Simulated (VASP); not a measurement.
# Al3Si8N3 in VASP: a series of runs, part 2 of 2

VASP 6.6.1. The steps go on from the part before.

### Step 4. Single point, PBE

Input file INCAR:

```
PREC = Accurate ; ENCUT = 520
EDIFF = 1E-6 ; ISMEAR = -1
SIGMA = 0.1379 ; LREAL = False
LASPH = True ; NELM = 120
ALGO = Normal ; ISIF = 2
LWAVE = False ; LCHARG = False
GGA = PE ; NBANDS = 41
ISYM = -1 ; GGA_COMPAT = False
```

Input file KPOINTS:

```
explicit points
1
Reciprocal
  0.25000000   0.25000000   0.25000000 1
```

Input file POSCAR:

```
Al3Si8N3
1.0
    5.7732050000     -0.0648510000     -0.2515370000
   -0.0648510000      5.9471390000      0.0684970000
   -0.2515370000      0.0684970000      6.5273540000
Al N Si
3 3 8
Direct
    0.4852439895      0.6739199142      0.0701512933
    0.2964301417     -0.0897363679      0.3614675748
   -0.0199869269     -0.2797597300      0.7710677635
    0.8940363965      0.3650773504      0.0505482819
    0.3566672041      0.3525151725      0.0667254705
    0.1464892167      0.8723506055      0.0857506822
    1.0185010978      0.1470005452      0.6136055459
    0.9022878930      0.5298682865      0.2738940468
    0.6188667173      0.9549539257      0.7454836061
    0.1150185146      0.1707995518      0.9768659943
    0.8064572895      0.9118170217      0.3628770734
    0.2370935452      0.5591986615      0.5452003014
    0.6409221792      0.2052056675      0.0297504425
    0.4837119589      0.2530386299      0.4074966775
```

Potentials or basis: VASP PAW PBE potentials, release 64 (Al, N, Si).

Command:

```sh
> cat potpaw_PBE.64/Al/POTCAR potpaw_PBE.64/N/POTCAR potpaw_PBE.64/Si/POTCAR > POTCAR
> mpirun -np 1 vasp_std > vasp.out
```

OUTCAR:

```text
PREC = Accurate
   ENCUT = 520
   EDIFF = 1E-6
   ISMEAR = -1
   LREAL = False
   LASPH = True
   NELM = 120
   ISIF = 2
   GGA = PE
   ISYM = -1

 ion  position               nearest neighbor table
   1  0.485  0.674  0.070-   5 2.04   6 2.32   2 2.71   8 2.80   9 2.82  11 2.92  13 2.97
   2  0.296  0.910  0.361-   6 1.95  14 2.30  12 2.42   1 2.71   7 2.81  11 2.83  11 2.95   9 3.01
                            10 3.05   8 3.20
   3  0.980  0.720  0.771-   6 2.39  12 2.41   9 2.53   7 2.73  11 2.98  10 3.08
   4  0.894  0.365  0.051-  13 1.72   8 1.77  10 1.84
   5  0.357  0.353  0.067-  10 1.81  13 1.91   1 2.04  14 2.35
   6  0.146  0.872  0.086-  10 1.90   2 1.95   1 2.32   3 2.39
   7  0.019  0.147  0.614-  10 2.40  11 2.42   3 2.73   9 2.75  12 2.78   2 2.81
   8  0.902  0.530  0.274-   4 1.77  11 2.44  12 2.52   1 2.80  13 2.86  14 3.07   2 3.20
   9  0.619  0.955  0.745-  13 2.40   3 2.53   7 2.75   1 2.82  11 2.82  14 2.87   2 3.01
  10  0.115  0.171  0.977-   5 1.81   4 1.84   6 1.90   7 2.40  13 2.80  13 3.03   2 3.05   3 3.08

  11  0.806  0.912  0.363-   7 2.42   8 2.44  14 2.82   9 2.82   2 2.83  13 2.87   1 2.92   2 2.95
                             3 2.98
[... 184 lines left out ...]

  FORCE on cell =-STRESS in cart. coord.  units (eV):
  Direction    XX          YY          ZZ          XY          YZ          ZX
  --------------------------------------------------------------------------------------
  -------------------------------------------------------------------------------------
  Total       -9.7441768     -4.7991920     -3.9401568     -2.3088264      5.6677544     -0.2721946
  in kB      -69.7950841    -34.3754032    -28.2223510    -16.5375416     40.5966970     -1.9496613
  external PRESSURE =     -44.1309461 kB  Pullay stress =       0.0000000 kB

 VOLUME and BASIS-vectors are now :
 -----------------------------------------------------------------------------
  energy-cutoff  :      520.00
  volume of cell :      223.68
      direct lattice vectors                 reciprocal lattice vectors
     5.773205000 -0.064851000 -0.251537000     0.173524922  0.001815417  0.006667876
    -0.064851000  5.947139000  0.068497000     0.001815417  0.168187398 -0.001694973
    -0.251537000  0.068497000  6.527354000     0.006667876 -0.001694973  0.153476174

 POSITION                                       TOTAL-FORCE (eV/Angst)
 -----------------------------------------------------------------------------------
      2.74006      3.98123      0.38201        -1.073596     -0.397629     -0.967982
      1.56140      5.41900      2.34721        -0.890491     -0.247714     -0.172351
      5.41716      4.27263      4.83586         0.046270      0.604824      1.252153
      5.12507      2.11665      0.13007         0.450901      0.589389     -0.220039
      2.01947      2.07790      0.36997         1.929233     -0.487722     -0.008859
      0.76757      5.18436      0.58263         0.595183      0.476184     -1.721458
     -0.05707      0.91506      4.01064        -0.037245      0.119653      0.881163
      5.10584      3.11145      1.59714         0.072830      0.819093      0.869286
      3.32340      5.69017      4.77578         0.306370      0.004830     -0.463049
      0.40723      1.07522      6.35912         1.010249      0.128924      0.204291
      4.50543      5.39526      2.22823        -1.373871     -0.350160      0.158099
      1.19539      3.34760      3.53738         0.156720     -1.989605     -0.698108
      3.67938      1.18086      0.04703        -1.204350     -0.963523      0.381582
      2.67366      1.50140      2.55554         0.011798      1.693457      0.505274
 -----------------------------------------------------------------------------------
    total drift:                                0.000489      0.001092     -0.000445

  FREE ENERGIE OF THE ION-ELECTRON SYSTEM (eV)
  ---------------------------------------------------
  free  energy   TOTEN  =       -77.4052016720 eV

  energy  without entropy=      -77.2659929716  energy(sigma->0) =      -77.33559732
```

OSZICAR:

```text
N       E                     dE             d eps       ncg     rms          rms(c)
DAV:   1     0.166432266862E+03    0.16643E+03   -0.22533E+04    82   0.116E+03
DAV:   2    -0.606258651733E+02   -0.22706E+03   -0.21479E+03   100   0.191E+02
DAV:   3    -0.830228628249E+02   -0.22397E+02   -0.22076E+02   108   0.585E+01
DAV:   4    -0.835120704366E+02   -0.48921E+00   -0.48829E+00   108   0.969E+00
DAV:   5    -0.835199736116E+02   -0.79032E-02   -0.79015E-02   100   0.129E+00    0.168E+01
DAV:   6    -0.775901711958E+02    0.59298E+01   -0.28505E+01   116   0.268E+01    0.885E+00
DAV:   7    -0.774673140755E+02    0.12286E+00   -0.49276E+00   100   0.107E+01    0.477E+00
DAV:   8    -0.774370635545E+02    0.30251E-01   -0.13067E+00   108   0.492E+00    0.196E+00
DAV:   9    -0.774040691372E+02    0.32994E-01   -0.22317E-01   116   0.259E+00    0.600E-01
DAV:  10    -0.774045141830E+02   -0.44505E-03   -0.50742E-02   108   0.111E+00    0.297E-01
DAV:  11    -0.774052170703E+02   -0.70289E-03   -0.10808E-02    92   0.500E-01    0.189E-01
DAV:  12    -0.774051190938E+02    0.97976E-04   -0.13754E-03   100   0.215E-01    0.110E-01
DAV:  13    -0.774052009368E+02   -0.81843E-04   -0.10351E-03   108   0.139E-01    0.358E-02
DAV:  14    -0.774051991655E+02    0.17712E-05   -0.65157E-05   124   0.548E-02    0.152E-02
DAV:  15    -0.774052021983E+02   -0.30327E-05   -0.47602E-05   100   0.311E-02    0.977E-03
DAV:  16    -0.774052012947E+02    0.90357E-06   -0.10423E-05   116   0.191E-02    0.536E-03
DAV:  17    -0.774052016720E+02   -0.37727E-06   -0.74927E-06    92   0.125E-02
   1 F= -.77405202E+02 E0= -.77335597E+02  d E =-.139209E+00
```

Run time: 56 s. Hardware: 1 thread of AMD EPYC 7R43 (Zen 3), shared host; peak memory 0.29 GiB.

Results:

* Free energy: -77.4052 eV
* Pressure: -4.4 GPa
* Largest force: 2.114 eV/Å

Forces in eV/Å, atoms in the order of the input:
```
Al  -1.074 -0.398 -0.968
Al  -0.890 -0.248 -0.172
Al   0.046  0.605  1.252
N    0.451  0.589 -0.220
N    1.929 -0.488 -0.009
N    0.595  0.476 -1.721
Si  -0.037  0.120  0.881
Si   0.073  0.819  0.869
Si   0.306  0.005 -0.463
Si   1.010  0.129  0.204
Si  -1.374 -0.350  0.158
Si   0.157 -1.990 -0.698
Si  -1.204 -0.964  0.382
Si   0.012  1.693  0.505
```

Levels at points of the mesh, in eV from the Fermi level:
```csv
k point,band 26,band 27,band 28,band 29,band 30,band 31
"(0.25, 0.25, 0.25)",-1.23,-0.72,-0.40,0.44,0.55,0.99
```

Caveat: the atoms stand as in a frame of molecular dynamics.

### Step 5. Single point, PBE

Input file INCAR:

```
SYSTEM = Al3Si8N3
PREC = Accurate
ENCUT = 520
EDIFF = 1E-6
ISMEAR = -1
SIGMA = 0.05
LREAL = .FALSE.
LASPH = .TRUE.
NELM = 120
ALGO = Normal
ISIF = 2
LWAVE = .FALSE.
LCHARG = .FALSE.
GGA = PE
NBANDS = 41
ISYM = -1
GGA_COMPAT = .FALSE.
```

KPOINTS is that of step 4.

Input file POSCAR:

```
Al3Si8N3
1.0
    5.7732050000     -0.0648510000     -0.2515370000
   -0.0648510000      5.9471390000      0.0684970000
   -0.2515370000      0.0684970000      6.5273540000
Al N Si
3 3 8
Direct
    0.5238289254      0.6756524599      0.0218657039
    0.2273429904      0.8839331367      0.3488939631
    1.0035188392      0.6793672675      0.8846902586
    0.9492523612      0.3849459944      0.0516756783
    0.4514327105      0.3216882801      0.0707322366
    0.2212005599      0.8700590605      0.0480445353
    0.0541586210      0.1249515644      0.6246977090
    0.8832772958      0.5603879224      0.2880498024
    0.6791977561      0.9803037008      0.7207218275
    0.1934260122      0.1682455590      0.9657232445
    0.7141746708      0.9278996954      0.3579058235
    0.2240531202      0.5270744811      0.5509856872
    0.7160927470      0.1749637338      0.0449462876
    0.4971946852      0.3071167786      0.3799202987
```

Command:

```sh
> cat potpaw_PBE.64/Al/POTCAR potpaw_PBE.64/N/POTCAR potpaw_PBE.64/Si/POTCAR > POTCAR
> mpirun -np 1 vasp_std > vasp.out
```

Wall time 48 s (1 thread of AMD EPYC 7R43 (Zen 3), shared host); peak memory 0.29 GiB.

The run converged. Its results:

* Free energy: -80.2671 eV
* Pressure: -6.3 GPa
* Largest force: 1.516 eV/Å

Forces in eV/Å, atoms in the order of the input:
```
Al  -0.607  0.085 -0.211
Al  -0.007  0.643  0.191
Al  -0.487  0.137 -0.269
N    0.385 -0.004  0.203
N   -1.192  0.917  0.193
N    0.622 -0.589  0.123
Si  -0.022 -0.388 -0.187
Si  -0.339 -0.119  0.668
Si   0.692 -0.089  0.039
Si   0.256  0.288 -0.047
Si   0.521  0.067  0.088
Si  -0.609 -0.346  0.169
Si   0.652 -0.258 -0.595
Si   0.136 -0.345 -0.364
```

Stress tensor (GPa, compression positive):
```
-8.90 -3.81  4.34
-3.81 -9.19 -0.38
 4.34 -0.38 -0.81
```

Levels at points of the mesh, in eV from the Fermi level:
| k point | band 25 | band 26 | band 27 | band 28 | band 29 | band 30 | band 31 | band 32 |
| --- | --- | --- | --- | --- | --- | --- | --- | --- |
| (0.25, 0.25, 0.25) | -1.69 | -1.20 | -0.88 | -0.48 | 0.48 | 0.95 | 1.37 | 1.71 |

Caveat: the atoms stand as in a frame of molecular dynamics.

### Step 6. Summary

```tsv
cell	smearing	pressure (GPa)	largest force (eV/Å)
as given, atomic positions A	fermi-dirac 0.1379 eV	2.8	5.02
as given, atomic positions B	fermi-dirac 0.1379 eV	-0.1	2.92
as given, atomic positions C	fermi-dirac 0.1379 eV	-4.4	2.11
as given, atomic positions D	fermi-dirac 0.05 eV	-6.3	1.52
```

Alike in all rows: task single point; level PBE; potentials or basis VASP PAW PBE potentials, release 64 (Al, N, Si); no spin polarisation; k mesh 1 × 1 × 1, shifted; cutoff (eV) 520.

Caveats: the atoms stand as in a frame of molecular dynamics.

Absolute energies hang on the potentials; compare differences alone.
